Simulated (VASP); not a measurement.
# Ta2C (P-3m1) in VASP: notebook, part 2 of 2

VASP 6.6.1. Earlier steps stand in the parts before.

**4. Single point, r2SCAN (biaxial strain in the a-b plane: +2.0 %)**

POSCAR

```
Ta2C
1.0
    3.1723677457      0.0000000000      0.0000000000
   -1.5861838728      2.7473510579      0.0000000000
    0.0000000000      0.0000000000      4.8829913587
Ta C
2 1
Direct
    0.3333333333      0.6666666667      0.2529685922
    0.6666666667      0.3333333333      0.7470314078
    0.0000000000      0.0000000000      0.0000000000
```

INCAR.step1

```
SYSTEM = Ta2C
ALGO     = Normal         ! electronic algorithm
EDIFF    = 1E-4           ! SCF threshold, eV
ENCUT    = 520            ! plane-wave cutoff, eV
GGA      = PE             ! functional
ISMEAR   = 0              ! smearing method
LASPH    = .True.         ! aspherical terms in the spheres
LCHARG   = .False.        ! write CHGCAR
LREAL    = .False.        ! projectors in reciprocal space
LWAVE    = .True.         ! write WAVECAR
NBANDS   = 20             ! bands
NELM     = 60             ! most SCF steps
PREC     = Accurate       ! precision mode
SIGMA    = 0.1            ! smearing width, eV
```

INCAR.step2

```
SYSTEM = Ta2C
ALGO     = Normal         ! electronic algorithm
EDIFF    = 1E-6           ! SCF threshold, eV
ENCUT    = 520            ! plane-wave cutoff, eV
ISIF     = 2              ! what is computed and relaxed
ISMEAR   = 0              ! smearing method
ISTART   = 1            
LASPH    = .True.         ! aspherical terms in the spheres
LCHARG   = .False.        ! write CHGCAR
LMIXTAU  = .True.       
LREAL    = .False.        ! projectors in reciprocal space
LWAVE    = .False.        ! write WAVECAR
METAGGA  = R2SCAN         ! meta-GGA
NBANDS   = 20             ! bands
NELM     = 60             ! most SCF steps
PREC     = Accurate       ! precision mode
SIGMA    = 0.1            ! smearing width, eV
```

KPOINTS

```
k-points
0
Gamma
  18 18 10
  0 0 0
```

Potentials or basis: VASP PAW PBE potentials, release 64 (Ta_pv, C).

The run is started by

```sh
> cat potpaw_PBE.64/Ta_pv/POTCAR potpaw_PBE.64/C/POTCAR > POTCAR
> cp INCAR.step1 INCAR
> mpirun -np 1 vasp_std > vasp.out
> cp INCAR.step2 INCAR
> mpirun -np 1 vasp_std > vasp.out
```

OUTCAR:

```text
SYSTEM = Ta2C
   EDIFF = 1E-6
   ENCUT = 520
   ISIF = 2
   ISMEAR = 0
   ISTART = 1
   LASPH = .True.
   LREAL = .False.
   METAGGA = R2SCAN
   NELM = 60
   PREC = Accurate

 ion  position               nearest neighbor table
   1  0.333  0.667  0.253-   3 2.21   3 2.21   3 2.21   2 3.03   2 3.03   2 3.03   2 3.08   2 3.08
                             2 3.08
   2  0.667  0.333  0.747-   3 2.21   3 2.21   3 2.21   1 3.03   1 3.03   1 3.03   1 3.08   1 3.08
                             1 3.08
   3  0.000  0.000  0.000-   1 2.21   2 2.21   1 2.21   2 2.21   2 2.21   1 2.21

[... 749 lines left out ...]
  FORCE on cell =-STRESS in cart. coord.  units (eV):
  Direction    XX          YY          ZZ          XY          YZ          ZX
  --------------------------------------------------------------------------------------
  -------------------------------------------------------------------------------------
  Total       -2.6386708     -2.6386708      0.3246426     -0.0000000     -0.0000000     -0.0000000
  in kB      -99.3372552    -99.3372552     12.2217218     -0.0000000     -0.0000000     -0.0000000
  external PRESSURE =     -62.1509295 kB  Pullay stress =       0.0000000 kB

 VOLUME and BASIS-vectors are now :
 -----------------------------------------------------------------------------
  energy-cutoff  :      520.00
  volume of cell :       42.56
      direct lattice vectors                 reciprocal lattice vectors
     3.172367746  0.000000000  0.000000000     0.315221967  0.181993487  0.000000000
    -1.586183873  2.747351058  0.000000000     0.000000000  0.363986975  0.000000000
     0.000000000  0.000000000  4.882991359     0.000000000  0.000000000  0.204792498

 POSITION                                       TOTAL-FORCE (eV/Angst)
 -----------------------------------------------------------------------------------
     -0.00000      1.83157      1.23524         0.000000     -0.000000     -0.030318
      1.58618      0.91578      3.64775         0.000000      0.000000      0.030318
      0.00000      0.00000      0.00000        -0.000000      0.000000      0.000000
 -----------------------------------------------------------------------------------
    total drift:                                0.000000     -0.000000     -0.000000

  FREE ENERGIE OF THE ION-ELECTRON SYSTEM (eV)
  ---------------------------------------------------
  free  energy   TOTEN  =      -109.1147177748 eV

  energy  without entropy=     -109.1109796919  energy(sigma->0) =     -109.11284873
```

OUTCAR.step1:

```text
SYSTEM = Ta2C
   EDIFF = 1E-4
   ENCUT = 520
   GGA = PE
   ISMEAR = 0
   LASPH = .True.
   LREAL = .False.
   NELM = 60
[... 777 lines left out ...]
     -0.00000      1.83157      1.23524         0.000000     -0.000000     -0.070148
      1.58618      0.91578      3.64775        -0.000000      0.000000      0.070148
      0.00000      0.00000      0.00000         0.000000      0.000000      0.000000
 -----------------------------------------------------------------------------------
    total drift:                                0.000000     -0.000000      0.000000

  FREE ENERGIE OF THE ION-ELECTRON SYSTEM (eV)
  ---------------------------------------------------
  free  energy   TOTEN  =       -34.6366250343 eV

  energy  without entropy=      -34.6327092942  energy(sigma->0) =      -34.63466716
```

It took 5.5 min on 1 thread of Intel Xeon 6975P-C (Granite Rapids), shared host; peak memory 0.36 GiB.

What came out:

```yaml
Free_energy: -109.1147 eV
Pressure: -6.2 GPa
Largest_force: 0.030 eV/Å
Band_gap_on_the_k_mesh: zero (bands 13 and 14 overlap by 0.86 eV)
```

Forces on the atoms (eV/Å):
```
Ta   0.000  0.000 -0.030
Ta   0.000  0.000  0.030
C    0.000  0.000  0.000
```

Caveat: the cell differs from its parent crystal (biaxial strain in the a-b plane: +2.0 %); the stress differs along the axes, from -10 to 1 GPa; the PAW data sets were made with another functional, which shifts forces and pressure a little; spin-orbit coupling is left out, which moves the levels of the heavy elements.

**5. Single point, r2SCAN (uniaxial strain along c: +1.0 %, then relaxed in part)**

POSCAR

```
Ta2C
1.0
    3.1034548459      0.0000000000      0.0000000000
   -1.5517274229      2.6876707360      0.0000000000
    0.0000000000      0.0000000000      4.9917219360
Ta C
2 1
Direct
    0.3333333340      0.6666666660      0.2530369260
    0.6666666660      0.3333333340      0.7469630740
    0.0000000000      0.0000000000      0.0000000000
```

INCAR.step1

```
SYSTEM = Ta2C
ALGO = Normal
EDIFF = 1E-4
ENCUT = 520
GGA = PE
ISMEAR = 0
LASPH = .True.
LCHARG = .False.
LREAL = .False.
LWAVE = .True.
NBANDS = 20
NELM = 80
PREC = Accurate
SIGMA = 0.1
```

INCAR.step2

```
SYSTEM = Ta2C
ALGO = Normal
EDIFF = 1E-7
ENCUT = 520
ISIF = 2
ISMEAR = 0
ISTART = 1
LASPH = .True.
LCHARG = .True.
LELF = .True.
LMIXTAU = .True.
LREAL = .False.
LVHAR = .True.
LWAVE = .False.
METAGGA = R2SCAN
NBANDS = 20
NELM = 80
PREC = Accurate
SIGMA = 0.1
```

KPOINTS is that of step 4.

The run is started by

```sh
> cat potpaw_PBE.64/Ta_pv/POTCAR potpaw_PBE.64/C/POTCAR > POTCAR
> cp INCAR.step1 INCAR
> mpirun -np 1 vasp_std > vasp.out
> cp INCAR.step2 INCAR
> mpirun -np 1 vasp_std > vasp.out
```

It took 5.7 min on 1 thread of Intel Xeon 6975P-C (Granite Rapids), shared host; peak memory 0.36 GiB.

The run converged. Its results:

| Quantity | Value |
| --- | --- |
| Free energy | -109.1615 eV |
| Pressure | -0.7 GPa |
| Largest force | 0.045 eV/Å |
| Band gap on the k mesh | zero (bands 13 and 14 overlap by 0.74 eV) |

Forces in eV/Å, atoms in the order of the input:
```
Ta   0.000  0.000  0.045
Ta   0.000  0.000 -0.045
C    0.000  0.000  0.000
```

Stress tensor (GPa, compression positive):
```
 0.86  0.00  0.00
 0.00  0.86  0.00
 0.00  0.00 -3.72
```

Levels at points of the mesh, in eV from the Fermi level:
```tsv
k point	band 11	band 12	band 13	band 14	band 15	band 16
(0.00, 0.00, 0.00)	-3.58	-0.10	0.50	0.50	1.24	1.24
(0.50, 0.00, 0.00)	-3.87	-2.09	-0.47	3.21	3.64	4.60
(0.00, 0.00, 0.50)	-2.03	-1.87	-0.19	-0.19	2.94	2.94
(0.50, 0.00, 0.50)	-2.67	-1.50	-1.22	1.41	1.54	4.52
```

Caveat: the cell differs from its parent crystal (uniaxial strain along c: +1.0 %, then relaxed in part); the PAW data sets were made with another functional, which shifts forces and pressure a little; spin-orbit coupling is left out, which moves the levels of the heavy elements.

**6. Single point, r2SCAN (uniaxial strain along c: +1.0 %)**

POSCAR

```
Ta2C
1.0
    3.1023890452      0.0000000000      0.0000000000
   -1.5511945226      2.6867477255      0.0000000000
    0.0000000000      0.0000000000      4.9917219360
Ta C
2 1
Direct
    0.3333333333      0.6666666667      0.2535635792
    0.6666666667      0.3333333333      0.7464364208
    0.0000000000      0.0000000000      0.0000000000
```

INCAR.step1

```
SYSTEM = Ta2C
  PREC = Accurate
  ENCUT = 520
  ISMEAR = 0
  SIGMA = 0.1
  LREAL = .False.
  LASPH = .True.
  NELM = 100
  NBANDS = 20
  GGA = PE
  ALGO = Normal
  EDIFF = 1E-4
  LWAVE = .True.
  LCHARG = .False.
```

INCAR.step2

```
SYSTEM = Ta2C
  PREC = Accurate
  ENCUT = 520
  EDIFF = 1E-7
  ISMEAR = 0
  SIGMA = 0.1
  LREAL = .False.
  LASPH = .True.
  NELM = 100
  ALGO = Normal
  ISIF = 2
  LWAVE = .False.
  LCHARG = .True.
  METAGGA = R2SCAN
  LMIXTAU = .True.
  LELF = .True.
  LVHAR = .True.
  NBANDS = 20
  ISTART = 1
```

KPOINTS

```
regular mesh
0
Gamma
  18 18 10
  0 0 0
```

Potentials or basis: VASP PAW PBE potentials, release 64 (Ta_pv, C).

The run is started by

```sh
> cat potpaw_PBE.64/Ta_pv/POTCAR potpaw_PBE.64/C/POTCAR > POTCAR
> cp INCAR.step1 INCAR
> mpirun -np 1 vasp_std > vasp.out
> cp INCAR.step2 INCAR
> mpirun -np 1 vasp_std > vasp.out
```

Wall time 5.7 min (1 thread of Intel Xeon 6975P-C (Granite Rapids), shared host); peak memory 0.36 GiB.

Results (log left out):

| Property | Result |
| --- | --- |
| Free energy | -109.1613 eV |
| Pressure | -0.6 GPa |
| Largest force | 0.026 eV/Å |
| Band gap on the k mesh | zero (bands 13 and 14 overlap by 0.75 eV) |

Forces on the atoms (eV/Å):
```
Ta   0.000  0.000 -0.026
Ta   0.000  0.000  0.026
C    0.000  0.000  0.000
```

Stress tensor (GPa, compression positive):
```
 0.96  0.00  0.00
 0.00  0.96  0.00
 0.00  0.00 -3.84
```

Levels at points of the mesh, in eV from the Fermi level:
```
           k point  band 10  band 11  band 12  band 13  band 14  band 15  band 16  band 17
(0.00, 0.00, 0.00)    -3.77    -3.59    -0.10     0.50     0.50     1.25     1.25     2.44
(0.50, 0.00, 0.00)    -4.22    -3.88    -2.10    -0.47     3.19     3.64     4.61     5.30
(0.00, 0.00, 0.50)    -4.02    -2.06    -1.86    -0.19    -0.19     2.96     2.96     3.56
(0.50, 0.00, 0.50)    -3.79    -2.67    -1.50    -1.22     1.38     1.52     4.53     4.97
```

Caveat: the cell differs from its parent crystal (uniaxial strain along c: +1.0 %); the PAW data sets were made with another functional, which shifts forces and pressure a little; spin-orbit coupling is left out, which moves the levels of the heavy elements.

**7. Summary**

```tsv
cell	k mesh	gap on the mesh (eV)	pressure (GPa)	largest force (eV/Å)
a = 3.110, b = 4.942 Å, angles 90.0, 60.0, 90.0°, 3 atoms, atomic positions A	11 × 7 × 13	none	0.9	0.02
a = 3.141, b = 3.141, c = 4.916 Å, angles 90.0, 90.0, 120.0°, 3 atoms, atomic positions B	18 × 18 × 10	none	-2.9	0.05
a = 3.172, b = 3.172, c = 4.883 Å, angles 90.0, 90.0, 120.0°, 3 atoms, atomic positions B	18 × 18 × 10	none	-6.2	0.03
a = 3.103, b = 3.103, c = 4.992 Å, angles 90.0, 90.0, 120.0°, 3 atoms, atomic positions B	18 × 18 × 10	none	-0.7	0.04
a = 3.102, b = 3.102, c = 4.992 Å, angles 90.0, 90.0, 120.0°, 3 atoms, atomic positions C	18 × 18 × 10	none	-0.6	0.03
```

Alike in all rows: task single point; level r2SCAN; potentials or basis VASP PAW PBE potentials, release 64 (Ta_pv, C); no spin polarisation; cutoff (eV) 520; smearing gaussian 0.1 eV.

Caveats: the PAW data sets were made with another functional, which shifts forces and pressure a little; spin-orbit coupling is left out, which moves the levels of the heavy elements; the stress differs along the axes, from -5 to 1 GPa (at least some runs); the stress differs along the axes, from -10 to 1 GPa (at least some runs).

Absolute energies hang on the potentials; compare differences alone.
